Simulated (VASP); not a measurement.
# SnO (P2_1/m) in VASP: single point with PBE

Aim: the single point of SnO with PBE.

All numbers are computed with VASP 6.6.1; they aren't measurements. Logs are shortened: lines on timing, memory, paths and dates and some standing lists are left out, and cuts for length are marked.

## (1) The cell of the first run

Symmetry: P2_1/m, No. 11, monoclinic system. Conventional cell: a = 3.867 Å, b = 3.867 Å, c = 5.072 Å, α = 90.00°, β = 90.00°, γ = 90.00°. Within 2.9 Å of Sn (site symmetry m) lie 4 O at 2.19 to 2.32 Å. Within 2.9 Å of O (site symmetry m) lie 4 Sn at 2.19 to 2.32 Å and 4 O at 2.72 to 2.75 Å.

## (2) Single point, PBE (atoms displaced along a vibrational mode)

Contents of INCAR:

```
SYSTEM = SnO
PREC = Accurate ; ENCUT = 520
EDIFF = 1E-6 ; ISMEAR = 0
SIGMA = 0.05 ; LREAL = .FALSE.
LASPH = .TRUE. ; NELM = 80
ALGO = Normal ; ISIF = 2
LWAVE = .FALSE. ; LCHARG = .TRUE.
GGA = PE ; LELF = .TRUE.
LVHAR = .TRUE. ; NBANDS = 28
```

Contents of KPOINTS:

```
Automatic mesh
0
G
  10 10 8
  0 0 0
```

Contents of POSCAR:

```
SnO
1.0
    3.8671579472      0.0000000000      0.0000000000
    0.0000000000      3.8671579472      0.0000000000
    0.0000000000      0.0000000000      5.0719346970
Sn O
2 2
Direct
   -0.0215403666      0.5000000000      0.2284856918
    0.5215403666      0.0000000000      0.7715143082
    0.0023206920      0.0000000000      0.0000000000
    0.4976793080      0.5000000000      0.0000000000
```

Potentials or basis: VASP PAW PBE potentials, release 64 (Sn_d, O).

Run with:

```bash
$ cat potpaw_PBE.64/Sn_d/POTCAR potpaw_PBE.64/O/POTCAR > POTCAR
$ mpirun -np 1 vasp_std > vasp.out
```

OUTCAR:

```text
SYSTEM = SnO
   PREC = Accurate
   ENCUT = 520
   EDIFF = 1E-6
   ISMEAR = 0
   LREAL = .FALSE.
   LASPH = .TRUE.
   NELM = 80
   ISIF = 2
   GGA = PE

 ion  position               nearest neighbor table
   1  0.978  0.500  0.228-   4 2.19   3 2.26   3 2.26   4 2.32   2 3.50   2 3.50   2 3.68   2 3.68

   2  0.522  0.000  0.772-   3 2.19   4 2.26   4 2.26   3 2.32   1 3.50   1 3.50   1 3.68   1 3.68

   3  0.002  0.000  0.000-   2 2.19   1 2.26   1 2.26   2 2.32
   4  0.498  0.500  0.000-   1 2.19   2 2.26   2 2.26   1 2.32

  LATTYP: Found a simple tetragonal cell.
 ALAT       =     3.8671579472
 C/A-ratio  =     1.3115406110

  Lattice vectors:

 A1 = (   3.8671579472,   0.0000000000,   0.0000000000)
 A2 = (   0.0000000000,   3.8671579472,   0.0000000000)
 A3 = (   0.0000000000,   0.0000000000,   5.0719346970)

Analysis of symmetry for initial positions (statically):
=====================================================================
 Subroutine PRICEL returns:
 Original cell was already a primitive cell.

 Routine SETGRP: Setting up the symmetry group for a
 simple tetragonal supercell.

 Subroutine GETGRP returns: Found  4 space group operations
 (whereof  2 operations were pure point group operations)
 out of a pool of 16 trial point group operations.

The static configuration has the point symmetry C_1h.
 The point group associated with its full space group is C_2h.

Analysis of symmetry for dynamics (positions and initial velocities):
=====================================================================
 Subroutine PRICEL returns:
 Original cell was already a primitive cell.

 Routine SETGRP: Setting up the symmetry group for a
 simple tetragonal supercell.

 Subroutine GETGRP returns: Found  4 space group operations
 (whereof  2 operations were pure point group operations)
 out of a pool of 16 trial point group operations.

The dynamic configuration has the point symmetry C_1h.
 The point group associated with its full space group is C_2h.

 Subroutine INISYM returns: Found  4 space group operations
 (whereof  2 operations are pure point group operations),
 and found     1 'primitive' translations

----------------------------------------------------------------------------------------

                                     Primitive cell

  volume of cell :      75.8503

  direct lattice vectors                    reciprocal lattice vectors
     3.867157947  0.000000000  0.000000000     0.258587835  0.000000000  0.000000000
     0.000000000  3.867157947  0.000000000     0.000000000  0.258587835  0.000000000
     0.000000000  0.000000000  5.071934697     0.000000000  0.000000000  0.197163422

  length of vectors
     3.867157947  3.867157947  5.071934697     0.258587835  0.258587835  0.197163422

  position of ions in fractional coordinates (direct lattice)
     0.978459633  0.500000000  0.228485692
     0.521540367  0.000000000  0.771514308
     0.002320692  0.000000000  0.000000000
     0.497679308  0.500000000  0.000000000

  ion indices of the primitive-cell ions
   primitive index   ion index
                 1           1
                 2           2
                 3           3
                 4           4

----------------------------------------------------------------------------------------

 KPOINTS: Automatic mesh

Automatic generation of k-mesh.
 Grid dimensions read from file:
 generate k-points for:   10   10    8

 Generating k-lattice:

  Cartesian coordinates                     Fractional coordinates (reciprocal lattice)
     0.025858783  0.000000000  0.000000000     0.100000000  0.000000000  0.000000000
     0.000000000  0.025858783  0.000000000     0.000000000  0.100000000  0.000000000
     0.000000000  0.000000000  0.024645428     0.000000000  0.000000000  0.125000000

  Length of vectors
     0.025858783  0.025858783  0.024645428

  Shift w.r.t. Gamma in fractional coordinates (k-lattice)
     0.000000000  0.000000000  0.000000000

 Subroutine IBZKPT returns following result:
 ===========================================

 Found    252 irreducible k-points:

 Following reciprocal coordinates:
            Coordinates               Weight
  0.000000  0.000000  0.000000      1.000000
  0.100000  0.000000  0.000000      2.000000
  0.000000  0.100000  0.000000      2.000000
  0.200000  0.000000  0.000000      2.000000
  0.000000  0.200000  0.000000      2.000000
  0.300000  0.000000  0.000000      2.000000
[... 16 lines left out ...]
 -0.200000  0.300000  0.000000      4.000000
  0.400000  0.200000  0.000000      4.000000
 [... further k-points ...]
   k-points           NKPTS =    252   k-points in BZ     NKDIM =    252   number of bands    NBANDS=     28
   number of dos      NEDOS =    301   number of ions     NIONS =      4
   total plane-waves  NPLWV =  36000
   dimension x,y,z NGX =    30 NGY =   30 NGZ =   40
   dimension x,y,z NGXF=    60 NGYF=   60 NGZF=   80
   ions per type =               2   2
   NGX,Y,Z   is equivalent  to a cutoff of  12.90, 12.90, 13.11 a.u.
   NGXF,Y,Z  is equivalent  to a cutoff of  25.79, 25.79, 26.22 a.u.
 SYSTEM =  SnO
   PREC   = accura    normal or accurate (medium, high low for compatibility)
   ISTART =      0    job   : 0-new  1-cont  2-samecut
   ICHARG =      2    charge: 1-file 2-atom 10-const
   ISPIN  =      1    spin polarized calculation?
   LNONCOLLINEAR =      F non collinear calculations
   LSORBIT =      F    spin-orbit coupling
   LASPH  =      T    aspherical Exc in radial PAW
   ENCUT  =  520.0 eV  38.22 Ry    6.18 a.u.   7.19  7.19  9.43*2*pi/ulx,y,z
   NELM   =     80;   NELMIN=  2; NELMDL= -5     # of ELM steps
   EDIFF  = 0.1E-05   stopping-criterion for ELM
   LREAL  =      F    real-space projection
   EDIFFG = 0.1E-04   stopping-criterion for IOM
   NSW    =      0    number of steps for IOM
   IBRION =     -1    ionic relax: 0-MD 1-quasi-New 2-CG
   NFREE  =      0    steps in history (QN), initial steepest desc. (CG)
   ISIF   =      2    stress and relaxation
   ISYM   =      2    0-nonsym 1-usesym 2-fastsym
   POTIM  = 0.5000    time-step for ionic-motion
   TEBEG  =    0.0;   TEEND  =   0.0 temperature during run
   PSTRESS=    0.0 pullay stress
   NELECT =      40.0000    total number of electrons
   NUPDOWN=      -1.0000    fix difference up-down
   EMIN   =  10.00;   EMAX   =-10.00  energy-range for DOS
   EFERMI =   0.00;   METHOD = LEGACY
   ISMEAR =     0;   SIGMA  =   0.05  broadening in eV -4-tet -1-fermi 0-gaus
   EFERMI_NEDOS =   21; number of points for ismear=-14 and -15
   IALGO  =     38    algorithm
   IMIX   =      4    mixing-type and parameters
     AMIX     =   0.40;   BMIX     =  1.00
     AMIX_MAG =   1.60;   BMIX_MAG =  1.00
  volume/ion in A,a.u.               =      18.96       127.97
  Fermi-wavevector in a.u.,A,eV,Ry     =   1.322642  2.499431 23.801788  1.749382
  Thomas-Fermi vector in A             =   2.452308
   LORBIT       =      0    0 simple, 1 ext, 2 COOP (PROOUT), +10 PAW based schemes
   GGA     = PE    functional components
   LHFCALC =     F    Hartree Fock is set to
   AEXX    =    0.0000 exact exchange contribution
   IVDW    =     0    specifies the selected vdW correction
   LEPSILON=     F    determine dielectric tensor
   LRPA    =     F    only Hartree local field effects (RPA)
 non-spin polarized calculation
 Gauss-broadening in eV      SIGMA  =   0.05
  energy-cutoff  :      520.00
  volume of cell :       75.85
 maximum number of plane-waves:      2064
 NGX is ok and might be reduce to    30
   NGX = 15   NGY = 15   NGZ = 19

 number of electron      40.0000006 magnetization

 Free energy of the ion-electron system (eV)
  ---------------------------------------------------
  ext. energy  EPLUGINS =         0.00000000
  ---------------------------------------------------
  free energy    TOTEN  =       -22.69127625 eV

  energy without entropy =      -22.69127625  energy(sigma->0) =      -22.69127625

 E-fermi :   6.3337     XC(G=0):  -9.8163

 val. band max:        6.1283621751   @ k =   0.0000   0.1000   0.0000
 cond. band min:       6.6507393649   @ k =   0.5000   0.5000   0.0000
 fundamental gap:      0.5223771898
 Fermi energy:         6.3336772232

 k-point     1 :       0.0000    0.0000    0.0000
  band No.  band energies     occupation
      1     -15.6238      2.00000
      2     -15.2625      2.00000
      3     -15.2491      2.00000
      4     -15.2460      2.00000
      5     -15.2142      2.00000
      6     -15.2028      2.00000
[... 20 lines left out ...]
     27      13.1114      0.00000
     28      13.6176      0.00000

 k-point     2 :       0.1000    0.0000    0.0000
  band No.  band energies     occupation
      1     -15.6190      2.00000
      2     -15.2658      2.00000
      3     -15.2478      2.00000
      4     -15.2420      2.00000
      5     -15.2154      2.00000
      6     -15.2024      2.00000
[... 20 lines left out ...]
     27      13.2689      0.00000
     28      14.3692      0.00000

 k-point     3 :       0.0000    0.1000    0.0000
  band No.  band energies     occupation
      1     -15.6189      2.00000
      2     -15.2612      2.00000
      3     -15.2502      2.00000
      4     -15.2475      2.00000
      5     -15.2157      2.00000
      6     -15.2000      2.00000
[... 20 lines left out ...]
     27      13.3175      0.00000
     28      14.3338      0.00000

 k-point     4 :       0.2000    0.0000    0.0000
  band No.  band energies     occupation
      1     -15.6055      2.00000
      2     -15.2951      2.00000
      3     -15.2444      2.00000
      4     -15.2330      2.00000
      5     -15.2205      2.00000
      6     -15.2184      2.00000
[... 578 lines left out ...]
     27      14.2898      0.00000
     28      14.7919      0.00000

 k-point    23 :      -0.2000    0.3000    0.0000
  band No.  band energies     occupation
      1     -15.5785      2.00000
      2     -15.4152      2.00000
      3     -15.2425      2.00000
      4     -15.2274      2.00000
      5     -15.2237      2.00000
      6     -15.2160      2.00000
[... 20 lines left out ...]
     27      14.3068      0.00000
     28      14.7905      0.00000

 k-point    24 :       0.4000    0.2000    0.0000
  band No.  band energies     occupation
      1     -15.5619      2.00000
      2     -15.4664      2.00000
      3     -15.2355      2.00000
      4     -15.2299      2.00000
      5     -15.2200      2.00000
      6     -15.2131      2.00000
[... 20 lines left out ...]
     27      13.8528      0.00000
     28      14.4571      0.00000

 [... further k-points ...]

------------------------ aborting loop because EDIFF is reached ----------------------------------------

  FORCE on cell =-STRESS in cart. coord.  units (eV):
  Direction    XX          YY          ZZ          XY          YZ          ZX
  --------------------------------------------------------------------------------------
  -------------------------------------------------------------------------------------
  Total        0.3450038      0.1498558      0.2742305      0.0000000      0.0000000      0.8485834
  in kB        7.2874726      3.1653869      5.7925377      0.0000000      0.0000000     17.9245239
  external PRESSURE =       5.4151324 kB  Pullay stress =       0.0000000 kB

 VOLUME and BASIS-vectors are now :
 -----------------------------------------------------------------------------
  energy-cutoff  :      520.00
  volume of cell :       75.85
      direct lattice vectors                 reciprocal lattice vectors
     3.867157947  0.000000000  0.000000000     0.258587835  0.000000000  0.000000000
     0.000000000  3.867157947  0.000000000     0.000000000  0.258587835  0.000000000
     0.000000000  0.000000000  5.071934697     0.000000000  0.000000000  0.197163422

 POSITION                                       TOTAL-FORCE (eV/Angst)
 -----------------------------------------------------------------------------------
      3.78386      1.93358      1.15886         0.419011      0.000000      0.151587
      2.01688      0.00000      3.91307        -0.419011      0.000000     -0.151587
      0.00897      0.00000      0.00000         0.014928      0.000000      0.051652
      1.92460      1.93358      0.00000        -0.014928      0.000000     -0.051652
 -----------------------------------------------------------------------------------
    total drift:                                0.000000      0.000000      0.000000

  FREE ENERGIE OF THE ION-ELECTRON SYSTEM (eV)
  ---------------------------------------------------
  free  energy   TOTEN  =       -22.6912762520 eV

  energy  without entropy=      -22.6912762520  energy(sigma->0) =      -22.69127625
```

It took 14 min on 1 thread of Oxide Virtual Turin-like, shared host; peak memory 0.48 GiB.

What came out:

| Quantity | Value |
| --- | --- |
| Free energy | -22.6913 eV |
| Pressure | 0.5 GPa |
| Largest force | 0.446 eV/Å |
| Band gap on the k mesh | 0.52 eV (least direct gap 1.90 eV) |

Forces on the atoms (eV/Å):
```
Sn   0.419  0.000  0.152
Sn  -0.419  0.000 -0.152
O    0.015  0.000  0.052
O   -0.015  0.000 -0.052
```

Levels at points of the mesh, in eV from the valence-band top:
| k point | band 17 | band 18 | band 19 | band 20 | band 21 | band 22 | band 23 | band 24 |
| --- | --- | --- | --- | --- | --- | --- | --- | --- |
| (0.00, 0.00, 0.00) | -3.17 | -2.88 | -2.88 | 0.00 | 1.89 | 4.03 | 4.91 | 4.97 |
| (0.50, 0.00, 0.00) | -4.54 | -4.40 | -2.51 | -2.15 | 2.98 | 3.09 | 5.68 | 5.70 |
| (0.00, 0.50, 0.00) | -4.46 | -4.46 | -2.33 | -2.33 | 3.02 | 3.02 | 5.64 | 5.64 |
| (0.50, 0.50, 0.00) | -2.25 | -2.25 | -1.75 | -1.75 | 0.52 | 0.52 | 4.56 | 4.56 |
| (0.00, 0.00, 0.50) | -3.21 | -2.90 | -2.89 | -1.95 | 1.70 | 3.31 | 3.39 | 3.77 |
| (0.50, 0.00, 0.50) | -4.51 | -4.39 | -1.63 | -1.43 | 2.45 | 2.48 | 5.30 | 5.83 |
| (0.00, 0.50, 0.50) | -4.44 | -4.44 | -1.54 | -1.54 | 2.47 | 2.47 | 5.57 | 5.57 |
| (0.50, 0.50, 0.50) | -2.34 | -2.34 | -2.25 | -2.25 | 2.62 | 2.62 | 3.74 | 3.74 |

Caveat: the cell differs from its parent crystal (atoms displaced along a vibrational mode); semilocal functionals underestimate gaps, and a narrow one can read as zero; spin-orbit coupling is left out, which moves the levels of the heavy elements. A k mesh can miss the band edges.
